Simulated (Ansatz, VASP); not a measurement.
## Two plane-wave programs on BaO

```
Ba O
1.0
     3.88909    0.00000    0.00000
    -1.94454    3.36805    0.00000
     0.00000    0.00000    9.52628
Ba O
3 3
Direct
  0.00000 0.00000 0.00000
  0.33333 0.66667 0.33333
  0.66667 0.33333 0.66667
  0.66667 0.33333 0.16667
  0.00000 0.00000 0.50000
  0.33333 0.66667 0.83333
```

Alike in both runs: task single point; functional PBEsol; k mesh 6 × 6 × 2; occupations gaussian, width 0.1 eV; no spin polarisation.

|  | VASP | Ansatz |
| --- | --- | --- |
| version | VASP 6.6.1 | Ansatz 0.2.0 |
| potentials or method | VASP PAW PBE potentials, release 64 (Ba_sv, O), cutoff 600 eV | scalar-relativistic, plane waves, PAW |
| valence electrons in the cell | 48 | 48 |

```csv
,VASP,Ansatz,Ansatz less VASP
gap on the k mesh at the Fermi level (eV),1.79,1.86,+0.069
least direct gap on the mesh (eV),1.79,1.86,+0.069
pressure (GPa),1.4,-0.4,-1.81
```

VASP's potentials were made for PBE, not for PBEsol. With one functional, cell and mesh, what is left measures potentials, basis and numerics.

Neither program's run includes spin-orbit coupling.
